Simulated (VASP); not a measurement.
# Hf (P6_3/mmc) in VASP: a series of runs

The runs below take Hf through relaxation of cell and atoms, with PBEsol.

All numbers are computed with VASP 6.6.1; they aren't measurements. Logs are shortened: lines on timing, memory, paths and dates and some standing lists are left out, and cuts for length are marked.

### Step 1. The cell of the first run

It takes space group P6_3/mmc (No. 194, hexagonal). The conventional cell has a = 2.782 Å, b = 2.782 Å, c = 4.507 Å, α = 90.00°, β = 90.00°, γ = 120.00°. Within 3.6 Å of Hf (site symmetry -6m2) lie 12 Hf at 2.77 to 2.78 Å.

### Step 2. Relaxation of cell and atoms, PBEsol, target pressure 71 GPa, at which the enthalpy is minimised

INCAR reads:

```
ALGO = Normal
EDIFF = 1E-6
EDIFFG = -0.005
ENCUT = 600
GGA = PS
IBRION = 2
ISIF = 3
ISMEAR = -1
LASPH = True
LCHARG = False
LREAL = False
LWAVE = False
NELM = 60
NSW = 60
PREC = Accurate
PSTRESS = 710.0
SIGMA = 0.1
```

KPOINTS reads:

```
k-points
0
Gamma
  16 16 9
```

POSCAR reads:

```
Hf
1.0
    2.7817962863      0.0000000000      0.0000000000
   -1.3908981431      2.4091062521      0.0000000000
    0.0000000000      0.0000000000      4.5065099838
Hf
2
Direct
    0.3333333333      0.6666666667      0.2500000000
    0.6666666667      0.3333333333      0.7500000000
```

Potentials or basis: VASP PAW PBE potentials, release 64 (Hf_pv).

Run with:

```
$ cat potpaw_PBE.64/Hf_pv/POTCAR > POTCAR
$ mpirun -np 1 vasp_std > vasp.out
```

OUTCAR:

```text
EDIFF = 1E-6
   EDIFFG = -0.005
   ENCUT = 600
   GGA = PS
   IBRION = 2
   ISIF = 3
   ISMEAR = -1
   LASPH = True
   LREAL = False
   NELM = 60
   NSW = 60
   PREC = Accurate
   PSTRESS = 710.0

 ion  position               nearest neighbor table
   1  0.333  0.667  0.250-   2 2.77   2 2.77   2 2.77   2 2.77   2 2.77   2 2.77
   2  0.667  0.333  0.750-   1 2.77   1 2.77   1 2.77   1 2.77   1 2.77   1 2.77

  LATTYP: Found a hexagonal cell.
 ALAT       =     2.7817962863
 C/A-ratio  =     1.6200000000

  Lattice vectors:

 A1 = (   2.7817962863,   0.0000000000,   0.0000000000)
 A2 = (  -1.3908981431,   2.4091062521,   0.0000000000)
 A3 = (   0.0000000000,   0.0000000000,   4.5065099838)

Analysis of symmetry for initial positions (statically):
=====================================================================
 Subroutine PRICEL returns:
 Original cell was already a primitive cell.

 Routine SETGRP: Setting up the symmetry group for a
 hexagonal supercell.

 Subroutine GETGRP returns: Found 24 space group operations
 (whereof 12 operations were pure point group operations)
 out of a pool of 24 trial point group operations.

The static configuration has the point symmetry D_3d.
 The point group associated with its full space group is D_6h.

Analysis of symmetry for dynamics (positions and initial velocities):
=====================================================================
 Subroutine PRICEL returns:
 Original cell was already a primitive cell.

 Routine SETGRP: Setting up the symmetry group for a
 hexagonal supercell.

 Subroutine GETGRP returns: Found 24 space group operations
 (whereof 12 operations were pure point group operations)
 out of a pool of 24 trial point group operations.

The dynamic configuration has the point symmetry D_3d.
 The point group associated with its full space group is D_6h.

 Subroutine INISYM returns: Found 24 space group operations
 (whereof 12 operations are pure point group operations),
 and found     1 'primitive' translations

----------------------------------------------------------------------------------------

                                     Primitive cell

  volume of cell :      30.2010

  direct lattice vectors                    reciprocal lattice vectors
     2.781796286  0.000000000  0.000000000     0.359479954  0.207545848  0.000000000
    -1.390898143  2.409106252  0.000000000     0.000000000  0.415091696  0.000000000
     0.000000000  0.000000000  4.506509984     0.000000000  0.000000000  0.221901206

  length of vectors
     2.781796286  2.781796286  4.506509984     0.415091696  0.415091696  0.221901206

  position of ions in fractional coordinates (direct lattice)
     0.333333333  0.666666667  0.250000000
     0.666666667  0.333333333  0.750000000

  ion indices of the primitive-cell ions
   primitive index   ion index
                 1           1
                 2           2

----------------------------------------------------------------------------------------

 KPOINTS: k-points

Automatic generation of k-mesh.
 Grid dimensions read from file:
 generate k-points for:   16   16    9

 Generating k-lattice:

  Cartesian coordinates                     Fractional coordinates (reciprocal lattice)
     0.022467497  0.012971615  0.000000000     0.062500000 -0.000000000  0.000000000
     0.000000000  0.025943231  0.000000000     0.000000000  0.062500000  0.000000000
     0.000000000  0.000000000  0.024655690     0.000000000  0.000000000  0.111111111

  Length of vectors
     0.025943231  0.025943231  0.024655690

  Shift w.r.t. Gamma in fractional coordinates (k-lattice)
     0.000000000  0.000000000  0.000000000

 Subroutine IBZKPT returns following result:
 ===========================================

 Found    150 irreducible k-points:

 Following reciprocal coordinates:
            Coordinates               Weight
  0.000000  0.000000  0.000000      1.000000
  0.062500  0.000000  0.000000      6.000000
  0.125000  0.000000  0.000000      6.000000
  0.187500  0.000000  0.000000      6.000000
  0.250000  0.000000  0.000000      6.000000
  0.312500  0.000000  0.000000      6.000000
[... 16 lines left out ...]
  0.187500  0.187500  0.000000      6.000000
  0.250000  0.187500  0.000000     12.000000
 [... further k-points ...]
   k-points           NKPTS =    150   k-points in BZ     NKDIM =    150   number of bands    NBANDS=     14
   number of dos      NEDOS =    301   number of ions     NIONS =      2
   total plane-waves  NPLWV =  20736
   dimension x,y,z NGX =    24 NGY =   24 NGZ =   36
   dimension x,y,z NGXF=    48 NGYF=   48 NGZF=   72
   ions per type =               2
   NGX,Y,Z   is equivalent  to a cutoff of  14.34, 14.34, 13.28 a.u.
   NGXF,Y,Z  is equivalent  to a cutoff of  28.69, 28.69, 26.56 a.u.
 SYSTEM =  unknown system
   PREC   = accura    normal or accurate (medium, high low for compatibility)
   ISTART =      0    job   : 0-new  1-cont  2-samecut
   ICHARG =      2    charge: 1-file 2-atom 10-const
   ISPIN  =      1    spin polarized calculation?
   LNONCOLLINEAR =      F non collinear calculations
   LSORBIT =      F    spin-orbit coupling
   LASPH  =      T    aspherical Exc in radial PAW
   ENCUT  =  600.0 eV  44.10 Ry    6.64 a.u.   5.56  5.56  9.00*2*pi/ulx,y,z
   NELM   =     60;   NELMIN=  2; NELMDL= -5     # of ELM steps
   EDIFF  = 0.1E-05   stopping-criterion for ELM
   LREAL  =      F    real-space projection
   EDIFFG = -.5E-02   stopping-criterion for IOM
   NSW    =     60    number of steps for IOM
   IBRION =      2    ionic relax: 0-MD 1-quasi-New 2-CG
   NFREE  =      1    steps in history (QN), initial steepest desc. (CG)
   ISIF   =      3    stress and relaxation
   ISYM   =      2    0-nonsym 1-usesym 2-fastsym
   POTIM  = 0.5000    time-step for ionic-motion
   TEBEG  =    0.0;   TEEND  =   0.0 temperature during run
   PSTRESS=  710.0 pullay stress
   NELECT =      20.0000    total number of electrons
   NUPDOWN=      -1.0000    fix difference up-down
   EMIN   =  10.00;   EMAX   =-10.00  energy-range for DOS
   EFERMI =   0.00;   METHOD = LEGACY
   ISMEAR =    -1;   SIGMA  =   0.10  broadening in eV -4-tet -1-fermi 0-gaus
   EFERMI_NEDOS =   21; number of points for ismear=-14 and -15
   IALGO  =     38    algorithm
   IMIX   =      4    mixing-type and parameters
     AMIX     =   0.40;   BMIX     =  1.00
     AMIX_MAG =   1.60;   BMIX_MAG =  1.00
  volume/ion in A,a.u.               =      15.10       101.90
  Fermi-wavevector in a.u.,A,eV,Ry     =   1.426957  2.696558 27.704277  2.036207
  Thomas-Fermi vector in A             =   2.547178
   LORBIT       =      0    0 simple, 1 ext, 2 COOP (PROOUT), +10 PAW based schemes
   GGA     = PS    functional components
   LHFCALC =     F    Hartree Fock is set to
   AEXX    =    0.0000 exact exchange contribution
   IVDW    =     0    specifies the selected vdW correction
   LEPSILON=     F    determine dielectric tensor
   LRPA    =     F    only Hartree local field effects (RPA)
 conjugate gradient relaxation of ions
 non-spin polarized calculation
  energy-cutoff  :      600.00
  volume of cell :       30.20
 maximum number of plane-waves:      1032
 NGX is ok and might be reduce to    24
   NGX = 11   NGY = 11   NGZ = 19

--------------------------------------- Ionic step        1  -------------------------------------------

 number of electron      20.0000000 magnetization

 Free energy of the ion-electron system (eV)
  ---------------------------------------------------
  ext. energy  EPLUGINS =         0.00000000
  ---------------------------------------------------
  free energy    TOTEN  =       -18.76264447 eV

  energy without entropy =      -18.71363558  energy(sigma->0) =      -18.73814002

------------------------ aborting loop because EDIFF is reached ----------------------------------------

  FORCE on cell =-STRESS in cart. coord.  units (eV):
  Direction    XX          YY          ZZ          XY          YZ          ZX
  --------------------------------------------------------------------------------------
  -------------------------------------------------------------------------------------
  Total       13.4397107     13.4397107     14.3311371      0.0000000     -0.0000000      0.0000000
  in kB      712.9825263    712.9825263    760.2730904      0.0000000     -0.0000000      0.0000000
  external PRESSURE =      18.7460477 kB  Pullay stress =     710.0000000 kB
[... 251 lines left out ...]
  enthalpy is  TOTEN    =        -5.3862652231 eV   P V=       13.4224570909

--------------------------------------- Ionic step        8  -------------------------------------------

 number of electron      20.0000000 magnetization

 Free energy of the ion-electron system (eV)
  ---------------------------------------------------
  ext. energy  EPLUGINS =         0.00000000
  ---------------------------------------------------
  free energy    TOTEN  =       -18.81699153 eV

  energy without entropy =      -18.76861209  energy(sigma->0) =      -18.79280181

 E-fermi :   7.7761     XC(G=0): -13.3084

 val. band max:        7.7649614059   @ k =   0.2500   0.2500   0.0000
 cond. band min:       7.7765045986   @ k =   0.0625   0.0625   0.3333
 fundamental gap:      0.0115431927
 Fermi energy:         7.7761481884

 k-point     1 :       0.0000    0.0000    0.0000
  band No.  band energies     occupation
      1     -23.6031      2.00000
      2     -21.1756      2.00000
      3     -21.1756      2.00000
      4     -20.9385      2.00000
      5     -20.8592      2.00000
      6     -20.8592      2.00000
      7      -0.6251      2.00000
      8       2.6818      2.00000
      9       8.6934      0.00021
     10       9.0256      0.00001
     11       9.0256      0.00001
     12      10.1951      0.00000
     13      10.1951      0.00000
     14      10.3054      0.00000
[... 375 lines left out ...]
 k-point    24 :       0.2500    0.1875    0.0000
  band No.  band energies     occupation
      1     -22.8674      2.00000
      2     -22.6758      2.00000
      3     -22.6277      2.00000
      4     -21.8982      2.00000
      5     -21.5166      2.00000
      6     -21.3883      2.00000
      7       4.3430      2.00000
      8       4.6994      2.00000
      9       5.2910      2.00000
     10       6.3937      2.00000
     11       7.9299      0.35388
     12       9.1155      0.00000
     13       9.7070      0.00000
     14      12.5248      0.00000

 [... further k-points ...]

------------------------ aborting loop because EDIFF is reached ----------------------------------------

  FORCE on cell =-STRESS in cart. coord.  units (eV):
  Direction    XX          YY          ZZ          XY          YZ          ZX
  --------------------------------------------------------------------------------------
  -------------------------------------------------------------------------------------
  Total       13.4243147     13.4243147     13.4312481      0.0000000     -0.0000000      0.0000000
  in kB      709.6618965    709.6618965    710.0284240      0.0000000     -0.0000000      0.0000000
  external PRESSURE =      -0.2159277 kB  Pullay stress =     710.0000000 kB
[... 17 lines left out ...]
  FREE ENERGIE OF THE ION-ELECTRON SYSTEM (eV)
  ---------------------------------------------------
  free  energy   TOTEN  =       -18.8169915275 eV

  energy  without entropy=      -18.7686120881  energy(sigma->0) =      -18.79280181

  enthalpy is  TOTEN    =        -5.3862810832 eV   P V=       13.4307104443

 reached required accuracy - stopping structural energy minimisation
```

Run time: 7.1 min. Hardware: 1 thread of Intel Xeon 8259CL, shared host; peak memory 0.22 GiB.

Results:

```yaml
Free_energy: -18.8170 eV
Relaxed_volume: 15.15 Å³/atom
Relaxed_cell: a = 2.765 Å, b = 2.765 Å, c = 4.578 Å, α = 90.00°, β = 90.00°, γ = 120.00°
Space_group_after_relaxing_to_0.1_Å: P6_3/mmc (No. 194)
Energy_change_on_relaxing_the_run_minimises_the_enthalpy: -27.2 meV/atom
Ionic_steps: 8
Pressure_after_relaxing: 71.0 GPa
Band_gap_on_the_k_mesh: zero (bands 10 and 11 overlap by 1.98 eV)
```

The path:
| step | energy change (eV) | largest force (eV/Å) | pressure (GPa) | volume (Å³) |
| --- | --- | --- | --- | --- |
| 1 | 0.0000 | 0.0000 | 72.87 | 30.20 |
| 2 | -0.3359 | 0.0000 | 64.21 | 30.98 |
| 3 | -0.1326 | 0.0000 | 69.49 | 30.49 |
| 4 | -0.0289 | 0.0000 | 71.42 | 30.25 |
| 5 | -0.0557 | 0.0000 | 70.92 | 30.31 |
| 6 | -0.0574 | 0.0000 | 70.90 | 30.31 |
| 7 | -0.0461 | 0.0000 | 71.18 | 30.29 |
| 8 | -0.0543 | 0.0000 | 70.98 | 30.31 |

Final structure:
```
CELL_PARAMETERS angstrom
2.76489 0.00000 0.00000
-1.38245 2.39447 0.00000
0.00000 0.00000 4.57787
ATOMIC_POSITIONS crystal
Hf 0.33333 0.66667 0.25000
Hf 0.66667 0.33333 0.75000
```

Levels at points of the mesh, in eV from the Fermi level:
```csv
k point,band 6,band 7,band 8,band 9,band 10,band 11,band 12,band 13,band 14
"(0.00, 0.00, 0.00)",-28.64,-8.40,-5.09,0.92,1.25,1.25,2.42,2.42,2.53
"(0.50, 0.00, 0.00)",-29.00,-4.58,-4.05,-3.85,0.82,0.95,1.15,2.31,9.43
```

Caveat: the cell is relaxed towards a set pressure, so the run minimises the enthalpy, not the energy; the PAW data sets were made with another functional, which shifts forces and pressure a little; spin-orbit coupling is left out, which moves the levels of the heavy elements.

### Step 3. Relaxation of cell and atoms, PBEsol, target pressure 71 GPa, at which the enthalpy is minimised

This run uses another cell than the first one, of 15.18 Å³/atom.

INCAR reads:

```
  ALGO = Normal
  EDIFF = 1E-6
  EDIFFG = -0.005
  ENCUT = 600
  GGA = PS
  IBRION = 2
  ISIF = 3
  ISMEAR = -1
  LASPH = True
  LCHARG = False
  LREAL = False
  LWAVE = False
  NELM = 100
  NSW = 32
  PREC = Accurate
  PSTRESS = 710.0
  SIGMA = 0.1
```

KPOINTS is that of step 2.

POSCAR reads:

```
Hf
1.0
    2.7657019056      0.0000000000      0.0000000000
   -1.3828509528      2.3951681096      0.0000000000
    0.0000000000      0.0000000000      4.5841890584
Hf
2
Direct
    0.3333333333      0.6666666667      0.2500000000
    0.6666666667      0.3333333333      0.7500000000
```

Potentials or basis: VASP PAW PBE potentials, release 64 (Hf_pv).

Run with:

```
$ cat potpaw_PBE.64/Hf_pv/POTCAR > POTCAR
$ mpirun -np 1 vasp_std > vasp.out
```

Run time: 5.9 min. Hardware: 1 thread of Intel Xeon 8259CL, shared host; peak memory 0.22 GiB.

Results (log left out):

| Quantity | Value |
| --- | --- |
| Free energy | -18.8162 eV |
| Relaxed volume | 15.15 Å³/atom |
| Relaxed cell | a = 2.764 Å, b = 2.764 Å, c = 4.579 Å, α = 90.00°, β = 90.00°, γ = 120.00° |
| Space group after relaxing (to 0.1 Å) | P6_3/mmc (No. 194) |
| Energy change on relaxing (the run minimises the enthalpy) | +13.5 meV/atom |
| Ionic steps | 7 |
| Pressure after relaxing | 71.0 GPa |
| Band gap on the k mesh | zero (bands 10 and 11 overlap by 1.99 eV) |

The path:
| step | energy change (eV) | largest force (eV/Å) | pressure (GPa) | volume (Å³) |
| --- | --- | --- | --- | --- |
| 1 | 0.0000 | 0.0000 | 70.31 | 30.37 |
| 2 | 0.1276 | 0.0000 | 73.39 | 30.08 |
| 3 | 0.0287 | 0.0000 | 71.01 | 30.30 |
| 4 | 0.0281 | 0.0000 | 71.01 | 30.30 |
| 5 | 0.0140 | 0.0000 | 70.67 | 30.34 |
| 6 | 0.0275 | 0.0000 | 70.97 | 30.30 |
| 7 | 0.0270 | 0.0000 | 70.98 | 30.31 |

Final structure:
```
Hf
1.0
     2.76446    0.00000    0.00000
    -1.38223    2.39410    0.00000
     0.00000    0.00000    4.57903
Hf
2
Direct
  0.33333 0.66667 0.25000
  0.66667 0.33333 0.75000
```

Levels at points of the mesh, in eV from the Fermi level:
```tsv
k point	band 7	band 8	band 9	band 10	band 11	band 12	band 13	band 14
(0.00, 0.00, 0.00)	-8.40	-5.09	0.91	1.25	1.25	2.42	2.42	2.53
(0.50, 0.00, 0.00)	-4.58	-4.05	-3.85	0.82	0.95	1.14	2.31	9.44
```

Caveat: the cell is relaxed towards a set pressure, so the run minimises the enthalpy, not the energy; the PAW data sets were made with another functional, which shifts forces and pressure a little; spin-orbit coupling is left out, which moves the levels of the heavy elements.
